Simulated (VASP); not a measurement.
The system is Y3As.

```
Y As
1.0
     4.32124    0.00000    0.00000
     0.00000    4.32124    0.00000
     0.00000    0.00000    4.32124
Y As
3 1
Direct
  0.00000 0.50000 0.50000
  0.50000 0.00000 0.50000
  0.50000 0.50000 0.00000
  0.00000 0.00000 0.00000
```

```yaml
Program: VASP 6.6.1
Task: relaxation of cell and atoms
Functional: PBE
Potentials_or_basis: VASP PAW PBE potentials, release 64 (Y_sv, As)
Cutoff: 600 eV
k_mesh: 4 × 4 × 4
Occupations: gaussian, width 0.1 eV
Spin: no spin polarisation
```

At the start: pressure 19.4 GPa; volume 20.17 Å³/atom.

Problem. How do energy, volume and symmetry change on relaxing?

Solution. Over 3 steps the energy falls by 268.7 meV/atom and the volume is 25.45 Å³/atom (+26.1 %); space group Pm-3m (No. 221, to 0.05 Å).

Step by step:
```
step  energy change (eV)  largest force (eV/Å)  pressure (GPa)  volume (Å³)
   1              0.0000                0.0000           19.39        80.69
   2             -0.9128                0.0000           -4.35       112.70
   3             -1.0746                0.0000            0.02       101.79
```

Final structure:
```yaml
crystal:
  lattice:
    - [4.66915, 0.00000, 0.00000]
    - [0.00000, 4.66915, 0.00000]
    - [0.00000, 0.00000, 4.66915]
  atoms:
    - { symbol: Y, position: [0.00000, 0.50000, 0.50000] }
    - { symbol: Y, position: [0.50000, 0.00000, 0.50000] }
    - { symbol: Y, position: [0.50000, 0.50000, 0.00000] }
    - { symbol: As, position: [0.00000, 0.00000, 0.00000] }
```

Caveat: the k points lie up to 0.34 Å⁻¹ apart in the final cell; the volume moved by over 15 % at a fixed basis, so the end points are rough.
